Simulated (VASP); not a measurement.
**HfSn2O6: single point with PBE**

The system is HfSn2O6.

```
Hf Sn O
1.0
     3.56326    0.00000    0.00000
    -1.78163    3.08587    0.00000
     0.00000    0.00000    9.21864
Hf Sn O
1 2 6
Direct
  0.00000 0.00000 0.50000
  0.66667 0.33333 0.83210
  0.33333 0.66667 0.16790
  0.00000 0.00000 0.74635
  0.33333 0.66667 0.41677
  0.66667 0.33333 0.08376
  0.66667 0.33333 0.58323
  0.00000 0.00000 0.25365
  0.33333 0.66667 0.91624
```

```
Program             : VASP 6.6.1
Task                : single point
Functional          : PBE
Potentials or basis : VASP PAW PBE potentials, release 64 (Hf_pv, Sn_d, O)
Cutoff              : 520 eV
k mesh              : 12 × 12 × 4
Occupations         : gaussian, width 0.02 eV
Spin                : no spin polarisation
```

- Pressure: -0.8 GPa
- Largest force: 0.136 eV/Å
- Band gap on the k mesh: 1.29 eV (least direct gap 2.05 eV)

Forces in eV/Å, atoms in the order of the input:
```
Hf   0.000  0.000  0.000
Sn   0.000  0.000 -0.010
Sn   0.000  0.000  0.010
O    0.000  0.000 -0.114
O    0.000  0.000  0.136
O    0.000  0.000 -0.021
O    0.000  0.000 -0.136
O    0.000  0.000  0.114
O    0.000  0.000  0.021
```

Stress tensor (GPa, compression positive):
```
-0.77  0.00  0.00
 0.00 -0.77  0.00
 0.00  0.00 -0.86
```

Levels at points of the mesh, in eV from the valence-band top:
```csv
k point,band 33,band 34,band 35,band 36,band 37,band 38,band 39,band 40,band 41,band 42
"(0.00, 0.00, 0.00)",-1.73,-1.73,-0.77,-0.75,-0.75,1.29,3.77,4.45,4.45,6.07
"(0.50, 0.00, 0.00)",-1.13,-1.12,-0.47,-0.41,0.00,2.92,4.33,5.05,5.23,6.93
"(0.00, 0.00, 0.50)",-1.67,-1.67,-1.54,-0.78,-0.78,2.04,3.30,4.43,4.43,5.60
"(0.50, 0.00, 0.50)",-1.05,-0.57,-0.54,-0.51,-0.18,3.34,3.60,5.23,5.28,6.78
```

Wall time 3 min on 1 thread of AMD EPYC 9R45 96-Core Processor (Zen 5), with other jobs on the host, peak memory 0.38 GiB.

Caveat: spin-orbit coupling is left out, which moves the levels of the heavy elements. A k mesh can miss the band edges.
